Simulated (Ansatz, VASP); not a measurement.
One calculation of Hf2S, two programs

INCAR

```
PREC = Accurate ; ENCUT = 520
EDIFF = 1E-6 ; ISMEAR = -1
SIGMA = 0.05 ; LREAL = False
LASPH = True ; NELM = 60
ALGO = Normal ; ISIF = 2
LWAVE = False ; LCHARG = True
GGA = PS ; LELF = True
LVHAR = True ; NBANDS = 35
```

KPOINTS

```
Automatic mesh
0
Gamma
  12 12 4
```

POSCAR

```
Hf2S
1.0
    3.3742737662      0.0000000000      0.0000000000
   -1.6871368831      2.9222068008      0.0000000000
    0.0000000000      0.0000000000     11.7174070300
Hf S
4 2
Direct
    0.6666666667      0.3333333333      0.8998116400
    0.3333333333      0.6666666667      0.3998116400
    0.6666666667      0.3333333333      0.6001883600
    0.3333333333      0.6666666667      0.1001883600
    0.0000000000      0.0000000000      0.7500000000
    0.0000000000      0.0000000000      0.2500000000
```

Input for Ansatz:

```yaml
crystal:
  lattice:
    - [3.3742737662, 0.0, 0.0]
    - [-1.6871368831, 2.9222068008, 0.0]
    - [0.0, 0.0, 11.71740703]
  atoms:
    - { symbol: Hf, position: [0.6666666667, 0.3333333333, 0.89981164] }
    - { symbol: Hf, position: [0.3333333333, 0.6666666667, 0.39981164] }
    - { symbol: Hf, position: [0.6666666667, 0.3333333333, 0.60018836] }
    - { symbol: Hf, position: [0.3333333333, 0.6666666667, 0.10018836] }
    - { symbol: S, position: [0.0, 0.0, 0.75] }
    - { symbol: S, position: [0.0, 0.0, 0.25] }
basis:
  ecutwfc: 420
kpoints:
  mp_grid: { grid: [12, 12, 4] }
hamiltonian:
  xc: pbesol
scf:
  occupations: { method: fermi_dirac, width: 0.05 }
output:
  forces: true
  stress: true
  eigenvalues: true
```

Alike in both runs: task single point; functional PBEsol; k mesh 12 × 12 × 4; occupations fermi-dirac, width 0.05 eV; no spin polarisation.

|  | VASP | Ansatz |
| --- | --- | --- |
| version | VASP 6.6.1 | Ansatz 0.2.0 |
| potentials or method | VASP PAW PBE potentials, release 64 (Hf_pv, S), cutoff 520 eV | scalar-relativistic, plane waves, PAW |
| valence electrons in the cell | 52 | 116 |

|  | VASP | Ansatz | Ansatz less VASP |
| --- | --- | --- | --- |
| gap on the k mesh at the Fermi level (eV) | none | none | - |
| pressure (GPa) | -3.3 | -2.8 | +0.45 |
| traceless stress, the component that is largest in VASP (GPa) | 0.33 | 0.33 | +0.004 |
| rms of the force components (eV/Å) | 0.095 | 0.092 | -0.0031 |

VASP's potentials were made for PBE, not for PBEsol. Atom by atom the forces differ by 0.003 eV/Å (rms over components). A gap of «none» marks a metal or a gap that the smearing closes. VASP's potentials hold 52 valence electrons a cell and Ansatz's 116, so a difference there can come from the potentials and not from the codes.

Spin-orbit coupling is off throughout.
